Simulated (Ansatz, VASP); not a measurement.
**TiPt3 in VASP and in Ansatz**

```
Ti Pt
1.0
     3.91465    0.00000    0.00000
     0.00000    3.91465    0.00000
     0.00000    0.00000    3.91465
Ti Pt
1 3
Direct
  0.00000 0.00000 0.00000
  0.00000 0.50000 0.50000
  0.50000 0.00000 0.50000
  0.50000 0.50000 0.00000
```

Alike in both runs: functional PBE; dispersion D4; k mesh 5 × 5 × 5; no spin polarisation.

Ansatz relaxed the structure, and its values are those at the end. VASP's run is a single point on that final structure, the one shown.

|  | VASP | Ansatz |
| --- | --- | --- |
| version | VASP 6.6.1 | Ansatz 0.2.0 |
| potentials or method | VASP PAW PBE potentials, release 64 (Ti_sv, Pt), cutoff 520 eV | PAW plane waves |
| occupations | fermi-dirac, width 0.1 eV | fermi-dirac |
| valence electrons in the cell | 42 | 66 |

|  | VASP | Ansatz | Ansatz less VASP |
| --- | --- | --- | --- |
| gap on the k mesh at the Fermi level (eV) | none | none | - |
| pressure (GPa) | -0.4 | 0.0 | +0.37 |

A gap of «none» marks a metal or a gap that the smearing closes. VASP's potentials hold 42 valence electrons a cell and Ansatz's 66, so a difference there can come from the potentials and not from the codes.

Spin-orbit coupling is off throughout.
